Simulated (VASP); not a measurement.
KI:

```
K I
1.0
     0.00000    3.54428    3.54428
     3.54428    0.00000    3.54428
     3.54428    3.54428    0.00000
K I
1 1
Direct
  0.00000 0.00000 0.00000
  0.50000 0.50000 0.50000
```

Program: VASP 6.6.1. Alike in all runs: task single point; potentials or basis VASP PAW PBE potentials, release 64 (K_sv, I); no spin polarisation; cell as given; cutoff (eV) 520; smearing gaussian 0.01 eV. Hardware: 1 thread of Intel(R) Xeon(R) Platinum 8488C (Sapphire Rapids) (shared host).

Task: Order these runs on this cell by their wall time, lowest first.
A. level r2SCAN; k mesh 6 × 6 × 6
B. level PBE0; k mesh 4 × 4 × 4; grid for exact exchange (PRECFOCK) Normal
C. level PBE; k mesh 4 × 4 × 4

Result: C (17 s), A (78 s), B (430 s).
